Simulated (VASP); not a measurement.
PbO:

```
CELL_PARAMETERS angstrom
3.99000 0.00000 0.00000
0.00000 3.99000 0.00000
0.00000 0.00000 5.01000
ATOMIC_POSITIONS crystal
Pb 0.50000 0.00000 0.76000
Pb 0.00000 0.50000 0.24000
O 0.50000 0.50000 0.00000
O 0.00000 0.00000 0.00000
```

Base run:

| Item | Value |
| --- | --- |
| Program | VASP 6.6.1 |
| Functional | PBE |
| Potentials or basis | VASP PAW PBE potentials, release 64 (Pb_d, O) |
| Cutoff | 600 eV |
| k mesh | 4 × 4 × 3 |
| Occupations | fermi-dirac, width 0.05 eV |
| Spin | no spin polarisation |

Its results: band gap on the k mesh 1.16 eV (least direct gap 2.11 eV); pressure 3.0 GPa; largest force 0.024 eV/Å.

Task: After a change of settings the same cell gave: band gap on the k mesh 1.41 eV (least direct gap 2.53 eV); pressure 1.5 GPa; largest force 0.226 eV/Å. Which change was it?
A. k mesh from 4 × 4 × 3 to 6 × 6 × 6; occupations from fermi-dirac, width 0.05 eV to fermi-dirac, width 0.02 eV
B. k mesh from 4 × 4 × 3 to 4 × 4 × 4; occupations from fermi-dirac, width 0.05 eV to gaussian, width 0.01 eV
C. functional from PBE to SVWN5; k mesh from 4 × 4 × 3 to 7 × 7 × 6
D. functional from PBE to PBE-based screened hybrid with 10 % exact exchange; cutoff from 600 eV to 520 eV

Result: D.

Caveats: spin-orbit coupling is left out, which moves the levels of the heavy elements; an odd mesh through Γ misses points on the zone boundary, where band edges can lie; the cell stands under pressure (at least some runs); the PAW data sets were made with another functional, which shifts forces and pressure a little (at least some runs).
